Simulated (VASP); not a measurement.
# AlFe (Pm-3m) in VASP: a series of runs

AlFe is run at these levels: PBEsol; tasks: single point.

Program: VASP 6.6.1. These are calculated values, not measurements. Logs are shortened: lines on timing, memory, paths and dates and some standing lists are left out, and cuts for length are marked.

**1. The cell of the first run**

It takes space group Pm-3m (No. 221, cubic). Conventional cell: a = 2.910 Å, b = 2.910 Å, c = 2.910 Å, α = 90.00°, β = 90.00°, γ = 90.00°. Fe (site symmetry m-3m) has 8 Al at 2.52 Å and 6 Fe at 2.91 Å within 3.3 Å. Within 3.3 Å of Al (site symmetry m-3m) lie 8 Fe at 2.52 Å and 6 Al at 2.91 Å.

**2. Single point, PBEsol, collinear spin, ferromagnetic start**

The input, INCAR:

```
PREC = Accurate ; ENCUT = 520
EDIFF = 1E-6 ; ISMEAR = -1
SIGMA = 0.05 ; LREAL = F
LASPH = T ; NELM = 150
ALGO = Normal ; ISIF = 2
LWAVE = F ; LCHARG = F
ISPIN = 2 ; MAGMOM = 1.5 0
LORBIT = 11 ; NUPDOWN = 1.5
LMAXMIX = 4 ; GGA = PS
NBANDS = 16
```

The input, KPOINTS:

```
regular mesh
0
Gamma
  8 8 8
```

The input, POSCAR:

```
AlFe
1.0
    2.9100000000      0.0000000000      0.0000000000
    0.0000000000      2.9100000000      0.0000000000
    0.0000000000      0.0000000000      2.9100000000
Fe Al
1 1
Direct
    0.5000000000      0.5000000000      0.5000000000
    0.0000000000      0.0000000000      0.0000000000
```

Potentials or basis: VASP PAW PBE potentials, release 64 (Fe, Al).

Run with:

```sh
$ cat potpaw_PBE.64/Fe/POTCAR potpaw_PBE.64/Al/POTCAR > POTCAR
$ mpirun -np 1 vasp_std > vasp.out
```

OUTCAR:

```text
PREC = Accurate
   ENCUT = 520
   EDIFF = 1E-6
   ISMEAR = -1
   LREAL = F
   LASPH = T
   NELM = 150
   ISIF = 2
   ISPIN = 2
   LORBIT = 11
   NUPDOWN = 1.5
   GGA = PS

 ion  position               nearest neighbor table
   1  0.500  0.500  0.500-   2 2.52   2 2.52   2 2.52   2 2.52   2 2.52   2 2.52   2 2.52   2 2.52

   2  0.000  0.000  0.000-   1 2.52   1 2.52   1 2.52   1 2.52   1 2.52   1 2.52   1 2.52   1 2.52

  LATTYP: Found a simple cubic cell.
 ALAT       =     2.9100000000

  Lattice vectors:

 A1 = (   2.9100000000,   0.0000000000,   0.0000000000)
 A2 = (   0.0000000000,   2.9100000000,   0.0000000000)
 A3 = (   0.0000000000,   0.0000000000,   2.9100000000)

Analysis of symmetry for initial positions (statically):
=====================================================================
 Subroutine PRICEL returns:
 Original cell was already a primitive cell.

 Routine SETGRP: Setting up the symmetry group for a
 simple cubic supercell.

 Subroutine GETGRP returns: Found 48 space group operations
 (whereof 48 operations were pure point group operations)
 out of a pool of 48 trial point group operations.

The static configuration has the point symmetry O_h .

Analysis of symmetry for dynamics (positions and initial velocities):
=====================================================================
 Subroutine PRICEL returns:
 Original cell was already a primitive cell.

 Routine SETGRP: Setting up the symmetry group for a
 simple cubic supercell.

 Subroutine GETGRP returns: Found 48 space group operations
 (whereof 48 operations were pure point group operations)
 out of a pool of 48 trial point group operations.

The dynamic configuration has the point symmetry O_h .

Analysis of structural, dynamic, and magnetic symmetry:
=====================================================================
 Subroutine PRICEL returns:
 Original cell was already a primitive cell.

 Routine SETGRP: Setting up the symmetry group for a
 simple cubic supercell.

 Subroutine GETGRP returns: Found 48 space group operations
 (whereof 48 operations were pure point group operations)
 out of a pool of 48 trial point group operations.

The overall configuration has the point symmetry O_h .

 Subroutine INISYM returns: Found 48 space group operations
 (whereof 48 operations are pure point group operations),
 and found     1 'primitive' translations

----------------------------------------------------------------------------------------

                                     Primitive cell

  volume of cell :      24.6422

  direct lattice vectors                    reciprocal lattice vectors
     2.910000000  0.000000000  0.000000000     0.343642612  0.000000000  0.000000000
     0.000000000  2.910000000  0.000000000     0.000000000  0.343642612  0.000000000
     0.000000000  0.000000000  2.910000000     0.000000000  0.000000000  0.343642612

  length of vectors
     2.910000000  2.910000000  2.910000000     0.343642612  0.343642612  0.343642612

  position of ions in fractional coordinates (direct lattice)
     0.500000000  0.500000000  0.500000000
     0.000000000  0.000000000  0.000000000

  ion indices of the primitive-cell ions
   primitive index   ion index
                 1           1
                 2           2

----------------------------------------------------------------------------------------

 KPOINTS: regular mesh

Automatic generation of k-mesh.
 Grid dimensions read from file:
 generate k-points for:    8    8    8

 Generating k-lattice:

  Cartesian coordinates                     Fractional coordinates (reciprocal lattice)
     0.042955326  0.000000000  0.000000000     0.125000000  0.000000000  0.000000000
     0.000000000  0.042955326  0.000000000     0.000000000  0.125000000  0.000000000
     0.000000000  0.000000000  0.042955326     0.000000000  0.000000000  0.125000000

  Length of vectors
     0.042955326  0.042955326  0.042955326

  Shift w.r.t. Gamma in fractional coordinates (k-lattice)
     0.000000000  0.000000000  0.000000000

 Subroutine IBZKPT returns following result:
 ===========================================

 Found     35 irreducible k-points:

 Following reciprocal coordinates:
            Coordinates               Weight
  0.000000  0.000000  0.000000      1.000000
  0.125000  0.000000  0.000000      6.000000
  0.250000  0.000000  0.000000      6.000000
  0.375000  0.000000  0.000000      6.000000
  0.500000  0.000000  0.000000      3.000000
  0.125000  0.125000  0.000000     12.000000
[... 16 lines left out ...]
  0.375000  0.375000  0.125000     24.000000
  0.500000  0.375000  0.125000     24.000000
 [... further k-points ...]
   k-points           NKPTS =     35   k-points in BZ     NKDIM =     35   number of bands    NBANDS=     16
   number of dos      NEDOS =    301   number of ions     NIONS =      2
   total plane-waves  NPLWV =  13824
   dimension x,y,z NGX =    24 NGY =   24 NGZ =   24
   dimension x,y,z NGXF=    48 NGYF=   48 NGZF=   48
   ions per type =               1   1
   NGX,Y,Z   is equivalent  to a cutoff of  13.71, 13.71, 13.71 a.u.
   NGXF,Y,Z  is equivalent  to a cutoff of  27.42, 27.42, 27.42 a.u.
 SYSTEM =  unknown system
   PREC   = accura    normal or accurate (medium, high low for compatibility)
   ISTART =      0    job   : 0-new  1-cont  2-samecut
   ICHARG =      2    charge: 1-file 2-atom 10-const
   ISPIN  =      2    spin polarized calculation?
   LNONCOLLINEAR =      F non collinear calculations
   LSORBIT =      F    spin-orbit coupling
   LASPH  =      T    aspherical Exc in radial PAW
   ENCUT  =  520.0 eV  38.22 Ry    6.18 a.u.   5.41  5.41  5.41*2*pi/ulx,y,z
   NELM   =    150;   NELMIN=  2; NELMDL= -5     # of ELM steps
   EDIFF  = 0.1E-05   stopping-criterion for ELM
   LREAL  =      F    real-space projection
   EDIFFG = 0.1E-04   stopping-criterion for IOM
   NSW    =      0    number of steps for IOM
   IBRION =     -1    ionic relax: 0-MD 1-quasi-New 2-CG
   NFREE  =      0    steps in history (QN), initial steepest desc. (CG)
   ISIF   =      2    stress and relaxation
   ISYM   =      2    0-nonsym 1-usesym 2-fastsym
   POTIM  = 0.5000    time-step for ionic-motion
   TEBEG  =    0.0;   TEEND  =   0.0 temperature during run
   PSTRESS=    0.0 pullay stress
   NELECT =      11.0000    total number of electrons
   NUPDOWN=       1.5000    fix difference up-down
   EMIN   =  10.00;   EMAX   =-10.00  energy-range for DOS
   EFERMI =   0.00;   METHOD = LEGACY
   ISMEAR =    -1;   SIGMA  =   0.05  broadening in eV -4-tet -1-fermi 0-gaus
   EFERMI_NEDOS =   21; number of points for ismear=-14 and -15
   IALGO  =     38    algorithm
   IMIX   =      4    mixing-type and parameters
     AMIX     =   0.40;   BMIX     =  1.00
     AMIX_MAG =   1.60;   BMIX_MAG =  1.00
  volume/ion in A,a.u.               =      12.32        83.15
  Fermi-wavevector in a.u.,A,eV,Ry     =   1.251160  2.364349 21.298567  1.565401
  Thomas-Fermi vector in A             =   2.385120
   LORBIT       =     11    0 simple, 1 ext, 2 COOP (PROOUT), +10 PAW based schemes
   GGA     = PS    functional components
   LHFCALC =     F    Hartree Fock is set to
   AEXX    =    0.0000 exact exchange contribution
   IVDW    =     0    specifies the selected vdW correction
   LEPSILON=     F    determine dielectric tensor
   LRPA    =     F    only Hartree local field effects (RPA)
 spin polarized calculation
  energy-cutoff  :      520.00
  volume of cell :       24.64
 maximum number of plane-waves:       691
 NGX is ok and might be reduce to    24
   NGX = 11   NGY = 11   NGZ = 11

 number of electron      10.9999993 magnetization       1.4999998

 Free energy of the ion-electron system (eV)
  ---------------------------------------------------
  ext. energy  EPLUGINS =         0.00000000
  ---------------------------------------------------
  free energy    TOTEN  =       -13.55664948 eV

  energy without entropy =      -13.52875065  energy(sigma->0) =      -13.54270007

 E-fermi :   7.7418     XC(G=0): -12.0783

 val. band max:        8.0861216242   @ k =   0.5000   0.5000   0.2500
 cond. band min:       7.7470053068   @ k =   0.2500   0.2500   0.1250
 fundamental gap:     -0.3391163175
 Fermi energy:         8.1076851720

 spin component 1

 k-point     1 :       0.0000    0.0000    0.0000
  band No.  band energies     occupation
      1      -2.6955      1.00000
      2       4.7885      1.00000
      3       4.7885      1.00000
      4       6.8194      1.00000
      5       6.8194      1.00000
      6       6.8194      1.00000
[... 8 lines left out ...]
     15      28.7846      0.00000
     16      30.7527      0.00000
[... 419 lines left out ...]
 k-point    24 :       0.5000    0.3750    0.1250
  band No.  band energies     occupation
      1       2.5366      1.00000
      2       4.0013      1.00000
      3       5.0288      1.00000
      4       5.5792      1.00000
      5       6.4827      1.00000
      6       6.7745      1.00000
[... 8 lines left out ...]
     15      27.3492      0.00000
     16      28.5954      0.00000

 [... further k-points ...]

 spin component 2

 k-point     1 :       0.0000    0.0000    0.0000
  band No.  band energies     occupation
      1      -2.6368      1.00000
      2       5.8539      1.00000
      3       5.8539      1.00000
      4       8.3270      0.00001
      5       8.3270      0.00001
      6       8.3270      0.00001
[... 8 lines left out ...]
     15      28.8853      0.00000
     16      30.7623      0.00000
[... 419 lines left out ...]
 k-point    24 :       0.5000    0.3750    0.1250
  band No.  band energies     occupation
      1       2.8692      1.00000
      2       4.3082      1.00000
      3       5.6571      1.00000
      4       6.5952      1.00000
      5       7.7547      0.43628
      6       7.8485      0.10588
[... 8 lines left out ...]
     15      27.5687      0.00000
     16      28.6333      0.00000

 [... further k-points ...]

------------------------ aborting loop because EDIFF is reached ----------------------------------------

  FORCE on cell =-STRESS in cart. coord.  units (eV):
  Direction    XX          YY          ZZ          XY          YZ          ZX
  --------------------------------------------------------------------------------------
  -------------------------------------------------------------------------------------
  Total       -0.7769413     -0.7769413     -0.7769413      0.0000000      0.0000000     -0.0000000
  in kB      -50.5149401    -50.5149401    -50.5149401      0.0000000      0.0000000     -0.0000000
  external PRESSURE =     -50.5149401 kB  Pullay stress =       0.0000000 kB

 VOLUME and BASIS-vectors are now :
 -----------------------------------------------------------------------------
  energy-cutoff  :      520.00
  volume of cell :       24.64
      direct lattice vectors                 reciprocal lattice vectors
     2.910000000  0.000000000  0.000000000     0.343642612  0.000000000  0.000000000
     0.000000000  2.910000000  0.000000000     0.000000000  0.343642612  0.000000000
     0.000000000  0.000000000  2.910000000     0.000000000  0.000000000  0.343642612

 POSITION                                       TOTAL-FORCE (eV/Angst)
 -----------------------------------------------------------------------------------
      1.45500      1.45500      1.45500         0.000000      0.000000      0.000000
      0.00000      0.00000      0.00000         0.000000      0.000000      0.000000
 -----------------------------------------------------------------------------------
    total drift:                                0.000000     -0.000000     -0.000000

  FREE ENERGIE OF THE ION-ELECTRON SYSTEM (eV)
  ---------------------------------------------------
  free  energy   TOTEN  =       -13.5566494783 eV

  energy  without entropy=      -13.5287506533  energy(sigma->0) =      -13.54270007

 total charge

# of ion       s       p       d       tot
------------------------------------------
    1        0.430   0.486   6.428   7.344
    2        0.395   0.427   0.000   0.822
--------------------------------------------------
tot          0.824   0.912   6.428   8.165

 magnetization (x)

# of ion       s       p       d       tot
------------------------------------------
    1        0.007   0.018   1.531   1.557
    2       -0.014  -0.025   0.000  -0.039
--------------------------------------------------
tot         -0.007  -0.006   1.531   1.518
```

Run time: 26 s. Hardware: 1 thread of Intel Xeon 8259CL, shared host; peak memory 0.16 GiB.

Results:

```
Free energy                                           : -13.5566 eV
Pressure                                              : -5.1 GPa
Net moment                                            : 1.50 μB per cell
Site moments                                          : Fe +1.56; Al -0.04 μB
Valence electrons inside the program's atomic spheres : Fe 7.34; Al 0.82
```

Caveat: the cell stands under tension; the PAW data sets were made with another functional, which shifts forces and pressure a little; the total moment is fixed, so each spin has its own Fermi level.

**3. Single point, PBEsol, collinear spin, ferromagnetic start**

The input, INCAR:

```
PREC     = Accurate       # precision mode
ENCUT    = 520            # plane-wave cutoff, eV
EDIFF    = 1E-6           # SCF threshold, eV
ISMEAR   = -1             # smearing method
SIGMA    = 0.05           # smearing width, eV
LREAL    = F              # projectors in reciprocal space
LASPH    = T              # aspherical terms in the spheres
NELM     = 150            # most SCF steps
ALGO     = Normal         # electronic algorithm
ISIF     = 2              # what is computed and relaxed
LWAVE    = F              # write WAVECAR
LCHARG   = F              # write CHGCAR
ISPIN    = 2              # spin polarisation
MAGMOM   = 2.2 0          # initial moments
LORBIT   = 11             # projections on sites
NUPDOWN  = 2.2            # fixed moment
LMAXMIX  = 4              # l up to which the mixer works
GGA      = PS             # functional
NBANDS   = 16             # bands
```

The input, KPOINTS:

```
Automatic mesh
0
Gamma
  8 8 8
```

POSCAR is that of step 2.

Potentials or basis: VASP PAW PBE potentials, release 64 (Fe, Al).

Run with:

```sh
$ cat potpaw_PBE.64/Fe/POTCAR potpaw_PBE.64/Al/POTCAR > POTCAR
$ mpirun -np 1 vasp_std > vasp.out
```

Run time: 27 s. Hardware: 1 thread of Intel Xeon 8259CL, shared host; peak memory 0.16 GiB.

Results (log left out):

```yaml
Free_energy: -13.3911 eV
Pressure: 2.0 GPa
Net_moment: 2.20 μB per cell
Site_moments: Fe +2.19; Al -0.03 μB
Valence_electrons_inside_the_program's_atomic_spheres: Fe 7.32; Al 0.83
```

Caveat: the PAW data sets were made with another functional, which shifts forces and pressure a little; the total moment is fixed, so each spin has its own Fermi level.
